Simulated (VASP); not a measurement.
# Te (R-3m) in VASP: notebook

Te is run at these levels: PBEsol; tasks: single point.

Program: VASP 6.6.1. These are calculated values, not measurements. Logs are shortened: lines on timing, memory, paths and dates and some standing lists are left out, and cuts for length are marked.

**1. The cell of the first run**

The structure is trigonal, space group R-3m (No. 166). The conventional cell has a = 4.612 Å, b = 4.612 Å, c = 5.073 Å, α = 90.00°, β = 90.00°, γ = 120.00°. Te (site symmetry -3m) has 6 Te at 3.15 Å within 4.2 Å.

**2. Single point, PBEsol**

Input file INCAR:

```
PREC = Accurate
ENCUT = 520
EDIFF = 1E-7
ISMEAR = -1
SIGMA = 0.05
LREAL = False
LASPH = True
NELM = 80
ALGO = Normal
ISIF = 2
LWAVE = False
LCHARG = False
GGA = PS
NBANDS = 9
```

Input file KPOINTS:

```
regular mesh
0
Gamma
  9 9 9
```

Input file POSCAR:

```
Te
1.0
    2.3059043427      1.3313144930      1.6909537039
   -2.3059043427      1.3313144930      1.6909537039
    0.0000000000     -2.6626289860      1.6909537039
Te
1
Direct
    0.5000000000      0.5000000000      0.5000000000
```

Potentials or basis: VASP PAW PBE potentials, release 64 (Te).

On the command line:

```console
$ cat potpaw_PBE.64/Te/POTCAR > POTCAR
$ mpirun -np 1 vasp_std > vasp.out
```

OUTCAR:

```text
PREC = Accurate
   ENCUT = 520
   EDIFF = 1E-7
   ISMEAR = -1
   LREAL = False
   LASPH = True
   NELM = 80
   ISIF = 2
   GGA = PS

 ion  position               nearest neighbor table
   1  0.500  0.500  0.500-

  LATTYP: Found a trigonal (rhomboedric) cell.
 ALAT       =     3.1541904739
 COS(alpha) =    -0.0688991668

  Lattice vectors:

 A1 = (   2.3059043427,   1.3313144930,   1.6909537039)
 A2 = (  -2.3059043427,   1.3313144930,   1.6909537039)
 A3 = (   0.0000000000,  -2.6626289860,   1.6909537039)

Analysis of symmetry for initial positions (statically):
=====================================================================
 Subroutine PRICEL returns:
 Original cell was already a primitive cell.

 Routine SETGRP: Setting up the symmetry group for a
 trigonal (rhombohedral) supercell.

 Subroutine GETGRP returns: Found 12 space group operations
 (whereof 12 operations were pure point group operations)
 out of a pool of 12 trial point group operations.

The static configuration has the point symmetry D_3d.

Analysis of symmetry for dynamics (positions and initial velocities):
=====================================================================
 Subroutine PRICEL returns:
 Original cell was already a primitive cell.

 Routine SETGRP: Setting up the symmetry group for a
 trigonal (rhombohedral) supercell.

 Subroutine GETGRP returns: Found 12 space group operations
 (whereof 12 operations were pure point group operations)
 out of a pool of 12 trial point group operations.

The dynamic configuration has the point symmetry D_3d.

 Subroutine INISYM returns: Found 12 space group operations
 (whereof 12 operations are pure point group operations),
 and found     1 'primitive' translations

----------------------------------------------------------------------------------------

                                     Primitive cell

  volume of cell :      31.1462

  direct lattice vectors                    reciprocal lattice vectors
     2.305904343  1.331314493  1.690953704     0.216834667  0.125189553  0.197127415
    -2.305904343  1.331314493  1.690953704    -0.216834667  0.125189553  0.197127415
     0.000000000 -2.662628986  1.690953704     0.000000000 -0.250379107  0.197127415

  length of vectors
     3.154190474  3.154190474  3.154190474     0.318667405  0.318667405  0.318667405

  position of ions in fractional coordinates (direct lattice)
     0.500000000  0.500000000  0.500000000

  ion indices of the primitive-cell ions
   primitive index   ion index
                 1           1

----------------------------------------------------------------------------------------

 KPOINTS: regular mesh

Automatic generation of k-mesh.
 Grid dimensions read from file:
 generate k-points for:    9    9    9

 Generating k-lattice:

  Cartesian coordinates                     Fractional coordinates (reciprocal lattice)
     0.024092741  0.013909950  0.021903046     0.111111111  0.000000000  0.000000000
    -0.024092741  0.013909950  0.021903046     0.000000000  0.111111111  0.000000000
     0.000000000 -0.027819901  0.021903046     0.000000000  0.000000000  0.111111111

  Length of vectors
     0.035407489  0.035407489  0.035407489

  Shift w.r.t. Gamma in fractional coordinates (k-lattice)
     0.000000000  0.000000000  0.000000000

 Subroutine IBZKPT returns following result:
 ===========================================

 Found     85 irreducible k-points:

 Following reciprocal coordinates:
            Coordinates               Weight
  0.000000  0.000000  0.000000      1.000000
  0.111111  0.000000  0.000000      6.000000
  0.222222  0.000000  0.000000      6.000000
  0.333333  0.000000  0.000000      6.000000
  0.444444  0.000000  0.000000      6.000000
  0.111111  0.111111  0.000000      6.000000
[... 16 lines left out ...]
 -0.333333  0.333333  0.000000      6.000000
  0.444444  0.444444  0.000000      6.000000
 [... further k-points ...]
   k-points           NKPTS =     85   k-points in BZ     NKDIM =     85   number of bands    NBANDS=      9
   number of dos      NEDOS =    301   number of ions     NIONS =      1
   total plane-waves  NPLWV =  13824
   dimension x,y,z NGX =    24 NGY =   24 NGZ =   24
   dimension x,y,z NGXF=    48 NGYF=   48 NGZF=   48
   ions per type =               1
   NGX,Y,Z   is equivalent  to a cutoff of  12.65, 12.65, 12.65 a.u.
   NGXF,Y,Z  is equivalent  to a cutoff of  25.30, 25.30, 25.30 a.u.
 SYSTEM =  unknown system
   PREC   = accura    normal or accurate (medium, high low for compatibility)
   ISTART =      0    job   : 0-new  1-cont  2-samecut
   ICHARG =      2    charge: 1-file 2-atom 10-const
   ISPIN  =      1    spin polarized calculation?
   LNONCOLLINEAR =      F non collinear calculations
   LSORBIT =      F    spin-orbit coupling
   LASPH  =      T    aspherical Exc in radial PAW
   ENCUT  =  520.0 eV  38.22 Ry    6.18 a.u.   5.86  5.86  5.86*2*pi/ulx,y,z
   NELM   =     80;   NELMIN=  2; NELMDL= -5     # of ELM steps
   EDIFF  = 0.1E-06   stopping-criterion for ELM
   LREAL  =      F    real-space projection
   EDIFFG = 0.1E-05   stopping-criterion for IOM
   NSW    =      0    number of steps for IOM
   IBRION =     -1    ionic relax: 0-MD 1-quasi-New 2-CG
   NFREE  =      0    steps in history (QN), initial steepest desc. (CG)
   ISIF   =      2    stress and relaxation
   ISYM   =      2    0-nonsym 1-usesym 2-fastsym
   POTIM  = 0.5000    time-step for ionic-motion
   TEBEG  =    0.0;   TEEND  =   0.0 temperature during run
   PSTRESS=    0.0 pullay stress
   NELECT =       6.0000    total number of electrons
   NUPDOWN=      -1.0000    fix difference up-down
   EMIN   =  10.00;   EMAX   =-10.00  energy-range for DOS
   EFERMI =   0.00;   METHOD = LEGACY
   ISMEAR =    -1;   SIGMA  =   0.05  broadening in eV -4-tet -1-fermi 0-gaus
   EFERMI_NEDOS =   21; number of points for ismear=-14 and -15
   IALGO  =     38    algorithm
   IMIX   =      4    mixing-type and parameters
     AMIX     =   0.40;   BMIX     =  1.00
     AMIX_MAG =   1.60;   BMIX_MAG =  1.00
  volume/ion in A,a.u.               =      31.15       210.18
  Fermi-wavevector in a.u.,A,eV,Ry     =   0.945490  1.786717 12.162947  0.893951
  Thomas-Fermi vector in A             =   2.073397
   LORBIT       =      0    0 simple, 1 ext, 2 COOP (PROOUT), +10 PAW based schemes
   GGA     = PS    functional components
   LHFCALC =     F    Hartree Fock is set to
   AEXX    =    0.0000 exact exchange contribution
   IVDW    =     0    specifies the selected vdW correction
   LEPSILON=     F    determine dielectric tensor
   LRPA    =     F    only Hartree local field effects (RPA)
 non-spin polarized calculation
  energy-cutoff  :      520.00
  volume of cell :       31.15
 maximum number of plane-waves:       858
   NGX = 11   NGY = 11   NGZ = 11

 number of electron       5.9999999 magnetization

 Free energy of the ion-electron system (eV)
  ---------------------------------------------------
  ext. energy  EPLUGINS =         0.00000000
  ---------------------------------------------------
  free energy    TOTEN  =        -3.50517255 eV

  energy without entropy =       -3.49977743  energy(sigma->0) =       -3.50247499

 E-fermi :   6.9484     XC(G=0):  -9.6472

 val. band max:        6.9294523389   @ k =   0.2222   0.1111   0.1111
 cond. band min:       6.9484960378   @ k =  -0.3333   0.4444   0.2222
 fundamental gap:      0.0190436989
 Fermi energy:         6.9484219133

 k-point     1 :       0.0000    0.0000    0.0000
  band No.  band energies     occupation
      1      -7.0397      2.00000
      2       7.9200      0.00000
      3       8.3846      0.00000
      4       8.3846      0.00000
      5      13.0112      0.00000
      6      13.0112      0.00000
      7      13.5002      0.00000
      8      23.7424      0.00000
      9      23.9267      0.00000

 k-point     2 :       0.1111    0.0000    0.0000
  band No.  band energies     occupation
      1      -6.8853      2.00000
      2       6.6523      1.99465
      3       8.2237      0.00000
      4       8.5125      0.00000
      5      13.1570      0.00000
      6      13.4805      0.00000
      7      15.0429      0.00000
      8      21.6560      0.00000
      9      21.7584      0.00000

 k-point     3 :       0.2222    0.0000    0.0000
  band No.  band energies     occupation
      1      -6.4437      2.00000
      2       4.2275      2.00000
      3       8.5552      0.00000
      4       8.8644      0.00000
      5      13.5721      0.00000
      6      14.0094      0.00000
      7      18.0432      0.00000
      8      19.7792      0.00000
      9      19.8580      0.00000

 k-point     4 :       0.3333    0.0000    0.0000
  band No.  band energies     occupation
      1      -5.8077      2.00000
      2       2.1163      2.00000
      3       9.0124      0.00000
      4       9.3309      0.00000
      5      14.1511      0.00000
      6      14.8331      0.00000
      7      17.7136      0.00000
      8      18.3694      0.00000
      9      20.1326      0.00000

 k-point     5 :       0.4444    0.0000    0.0000
  band No.  band energies     occupation
      1      -5.2505      2.00000
      2       0.7956      2.00000
      3       9.3658      0.00000
      4       9.6925      0.00000
      5      14.5925      0.00000
      6      15.7477      0.00000
      7      16.9016      0.00000
      8      17.9497      0.00000
      9      18.6109      0.00000

 k-point     6 :       0.1111    0.1111    0.0000
  band No.  band energies     occupation
      1      -6.7141      2.00000
      2       6.5820      1.99869
      3       6.7606      1.95429
      4       8.5015      0.00000
      5      13.5011      0.00000
      6      15.2273      0.00000
      7      15.4695      0.00000
      8      21.7110      0.00000
      9      21.8782      0.00000
[... 169 lines left out ...]
 k-point    21 :       0.4444    0.3333    0.0000
  band No.  band energies     occupation
      1      -3.9773      2.00000
      2       1.8401      2.00000
      3       3.6541      2.00000
      4      10.4419      0.00000
      5      10.6053      0.00000
      6      16.5428      0.00000
      7      18.9396      0.00000
      8      19.1969      0.00000
      9      20.0436      0.00000

 k-point    22 :      -0.4444    0.3333    0.0000
  band No.  band energies     occupation
      1      -4.0605      2.00000
      2       2.0149      2.00000
      3       3.8440      2.00000
      4      10.1465      0.00000
      5      10.4711      0.00000
      6      16.4236      0.00000
      7      18.3010      0.00000
      8      19.5974      0.00000
      9      20.2581      0.00000

 k-point    23 :      -0.3333    0.3333    0.0000
  band No.  band energies     occupation
      1      -4.6554      2.00000
      2       3.4100      2.00000
      3       3.5136      2.00000
      4      10.1186      0.00000
      5      10.9756      0.00000
      6      15.7082      0.00000
      7      18.8547      0.00000
      8      19.1541      0.00000
      9      21.6386      0.00000

 k-point    24 :       0.4444    0.4444    0.0000
  band No.  band energies     occupation
      1      -3.4318      2.00000
      2       2.0519      2.00000
      3       2.7180      2.00000
      4       9.2511      0.00000
      5      10.8124      0.00000
      6      17.2125      0.00000
      7      19.0633      0.00000
      8      19.5004      0.00000
      9      19.8595      0.00000

 [... further k-points ...]
[... 5 lines left out ...]
  --------------------------------------------------------------------------------------
  -------------------------------------------------------------------------------------
  Total       -0.0169071     -0.0169071      0.0109329      0.0000000      0.0000000     -0.0000000
  in kB       -0.8697114     -0.8697114      0.5623939      0.0000000      0.0000000     -0.0000000
  external PRESSURE =      -0.3923430 kB  Pullay stress =       0.0000000 kB

 VOLUME and BASIS-vectors are now :
 -----------------------------------------------------------------------------
  energy-cutoff  :      520.00
  volume of cell :       31.15
      direct lattice vectors                 reciprocal lattice vectors
     2.305904343  1.331314493  1.690953704     0.216834667  0.125189553  0.197127415
    -2.305904343  1.331314493  1.690953704    -0.216834667  0.125189553  0.197127415
     0.000000000 -2.662628986  1.690953704     0.000000000 -0.250379107  0.197127415

 POSITION                                       TOTAL-FORCE (eV/Angst)
 -----------------------------------------------------------------------------------
      0.00000      0.00000      2.53643         0.000000      0.000000     -0.000000
 -----------------------------------------------------------------------------------
    total drift:                                0.000000      0.000000     -0.000000

  FREE ENERGIE OF THE ION-ELECTRON SYSTEM (eV)
  ---------------------------------------------------
  free  energy   TOTEN  =        -3.5051725492 eV

  energy  without entropy=       -3.4997774264  energy(sigma->0) =       -3.50247499
```

Wall time 5.5 s (1 thread of Intel Xeon Platinum 8559C (Emerald Rapids), shared host); peak memory 0.15 GiB.

Results:

```yaml
Free_energy: -3.5052 eV
Pressure: 0.0 GPa
Band_gap_on_the_k_mesh: zero (band 3 reaches 9.37 eV, above the bottom of band 4 at 4.46 eV)
```

Caveat: the PAW data sets were made with another functional, which shifts forces and pressure a little; spin-orbit coupling is left out, which moves the levels of the heavy elements.

**3. Single point, PBEsol (volume scaled by 1.02)**

Input file INCAR:

```
  PREC = Accurate
  ENCUT = 520
  EDIFF = 1E-6
  ISMEAR = -1
  SIGMA = 0.05
  LREAL = False
  LASPH = True
  NELM = 60
  ALGO = Normal
  ISIF = 2
  LWAVE = False
  LCHARG = True
  GGA = PS
  LELF = True
  LVHAR = True
  NBANDS = 9
```

KPOINTS is that of step 2.

Input file POSCAR:

```
Te
1.0
    2.3211756774      1.3401314022      1.7021523992
   -2.3211756774      1.3401314022      1.7021523992
    0.0000000000     -2.6802628044      1.7021523992
Te
1
Direct
    0.5000000000      0.5000000000      0.5000000000
```

Potentials or basis: VASP PAW PBE potentials, release 64 (Te).

On the command line:

```console
$ cat potpaw_PBE.64/Te/POTCAR > POTCAR
$ mpirun -np 1 vasp_std > vasp.out
```

Wall time 5.7 s (1 thread of Intel Xeon Platinum 8559C (Emerald Rapids), shared host); peak memory 0.14 GiB.

Results (log left out):

```yaml
Free_energy: -3.5029 eV
Pressure: -1.1 GPa
Band_gap_on_the_k_mesh: zero (band 3 reaches 9.03 eV, above the bottom of band 4 at 4.25 eV)
```

Stress tensor (GPa, compression positive):
```
-1.27  0.00  0.00
 0.00 -1.27  0.00
 0.00  0.00 -0.85
```

Levels at points of the mesh, in eV from the Fermi level:
```csv
k point,band 1,band 2,band 3,band 4,band 5,band 6,band 7
"(0.00, 0.00, 0.00)",-13.83,0.95,1.41,1.41,6.09,6.09,6.47
```

Caveat: the PAW data sets were made with another functional, which shifts forces and pressure a little; spin-orbit coupling is left out, which moves the levels of the heavy elements.

**4. Single point, PBEsol (volume scaled by 1.04)**

Input file INCAR:

```
SYSTEM = Te
PREC = Accurate
ENCUT = 520
EDIFF = 1E-7
ISMEAR = -1
SIGMA = 0.05
LREAL = .FALSE.
LASPH = .TRUE.
NELM = 80
ALGO = Normal
ISIF = 2
LWAVE = .FALSE.
LCHARG = .FALSE.
GGA = PS
NBANDS = 9
```

Input file KPOINTS:

```
Automatic mesh
0
G
  9 9 9
  0 0 0
```

Input file POSCAR:

```
Te
1.0
    2.3362486691      1.3488337980      1.7132056465
   -2.3362486691      1.3488337980      1.7132056465
    0.0000000000     -2.6976675961      1.7132056465
Te
1
Direct
    0.5000000000      0.5000000000      0.5000000000
```

On the command line:

```console
$ cat potpaw_PBE.64/Te/POTCAR > POTCAR
$ mpirun -np 1 vasp_std > vasp.out
```

Run time: 6.2 s. Hardware: 1 thread of Intel Xeon Platinum 8559C (Emerald Rapids), shared host; peak memory 0.14 GiB.

The run converged. Its results:

| Property | Result |
| --- | --- |
| Free energy | -3.4966 eV |
| Pressure | -2.1 GPa |
| Band gap on the k mesh | zero (band 3 reaches 8.71 eV, above the bottom of band 4 at 4.05 eV) |

Stress tensor (GPa, compression positive):
```
-2.32  0.00  0.00
 0.00 -2.32  0.00
 0.00  0.00 -1.65
```

Levels at points of the mesh, in eV from the Fermi level:
| k point | band 1 | band 2 | band 3 | band 4 | band 5 | band 6 | band 7 |
| --- | --- | --- | --- | --- | --- | --- | --- |
| (0.00, 0.00, 0.00) | -13.67 | 0.94 | 1.39 | 1.39 | 6.11 | 6.11 | 6.39 |

Caveat: the PAW data sets were made with another functional, which shifts forces and pressure a little; spin-orbit coupling is left out, which moves the levels of the heavy elements.

**5. Single point, PBEsol (volume scaled by 1.06)**

Input file INCAR:

```
PREC = Accurate ; ENCUT = 520
EDIFF = 1E-6 ; ISMEAR = -1
SIGMA = 0.05 ; LREAL = False
LASPH = True ; NELM = 100
ALGO = Normal ; ISIF = 2
LWAVE = False ; LCHARG = False
GGA = PS ; NBANDS = 9
```

Input file KPOINTS:

```
regular mesh
0
Gamma
  9 9 9
```

Input file POSCAR:

```
Te
1.0
    2.3511296351      1.3574253277      1.7241180786
   -2.3511296351      1.3574253277      1.7241180786
    0.0000000000     -2.7148506555      1.7241180786
Te
1
Direct
    0.5000000000      0.5000000000      0.5000000000
```

On the command line:

```console
$ cat potpaw_PBE.64/Te/POTCAR > POTCAR
$ mpirun -np 1 vasp_std > vasp.out
```

It took 4.7 s on 1 thread of Intel Xeon Platinum 8559C (Emerald Rapids), shared host; peak memory 0.15 GiB.

Results (log left out):

* Free energy: -3.4867 eV
* Pressure: -3.0 GPa
* Band gap on the k mesh: zero (band 3 reaches 8.40 eV, above the bottom of band 4 at 3.86 eV)

Stress tensor (GPa, compression positive):
```
-3.27  0.00  0.00
 0.00 -3.27  0.00
 0.00  0.00 -2.39
```

Levels at points of the mesh, in eV from the Fermi level:
```csv
k point,band 1,band 2,band 3,band 4,band 5,band 6
"(0.00, 0.00, 0.00)",-13.53,0.92,1.36,1.36,6.13,6.13
```

Caveat: the PAW data sets were made with another functional, which shifts forces and pressure a little; spin-orbit coupling is left out, which moves the levels of the heavy elements.

**6. Overview**

```csv
cell,gap on the mesh (eV),pressure (GPa)
"a = 3.154 Å, angles 94.0°, 1 atom",none,0.0
"a = 3.175 Å, angles 94.0°, 1 atom",none,-1.1
"a = 3.196 Å, angles 94.0°, 1 atom",none,-2.1
"a = 3.216 Å, angles 94.0°, 1 atom",none,-3.0
```

Alike in all rows: task single point; level PBEsol; potentials or basis VASP PAW PBE potentials, release 64 (Te); no spin polarisation; k mesh 9 × 9 × 9; cutoff (eV) 520; smearing fermi-dirac 0.05 eV.

Caveats: the PAW data sets were made with another functional, which shifts forces and pressure a little; spin-orbit coupling is left out, which moves the levels of the heavy elements.

Absolute energies hang on the potentials; compare differences alone.
